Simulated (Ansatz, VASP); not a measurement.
# Two plane-wave programs on AlN

```
Al N
1.0
     3.07581    0.00000    0.00000
    -1.53790    2.66373    0.00000
     0.00000    0.00000    5.02020
Al N
2 2
Direct
  0.33333 0.66667 0.00332
  0.66667 0.33333 0.50332
  0.33333 0.66667 0.38168
  0.66667 0.33333 0.88168
```

Change from the starting cell: band edges of the strained film's bulk.

Alike in both runs: task single point; functional PBEsol; k mesh 9 × 9 × 5; occupations gaussian, width 0.02 eV; no spin polarisation.

|  | VASP | Ansatz |
| --- | --- | --- |
| version | VASP 6.6.1 | Ansatz 0.2.0 |
| potentials or method | VASP PAW PBE potentials, release 64 (Al, N), cutoff 600 eV | scalar-relativistic, plane waves, PAW |
| valence electrons in the cell | 16 | 16 |

|  | VASP | Ansatz | Ansatz less VASP |
| --- | --- | --- | --- |
| gap on the k mesh at the Fermi level (eV) | 4.36 | 4.34 | -0.018 |
| least direct gap on the mesh (eV) | 4.36 | 4.34 | -0.018 |
| pressure (GPa) | 3.6 | 3.8 | +0.16 |
| traceless stress, the component that is largest in VASP (GPa) | -3.92 | -3.88 | +0.040 |

VASP's potentials were made for PBE, not for PBEsol. The functional is the same, so the differences come from potentials, cutoffs and numerics.
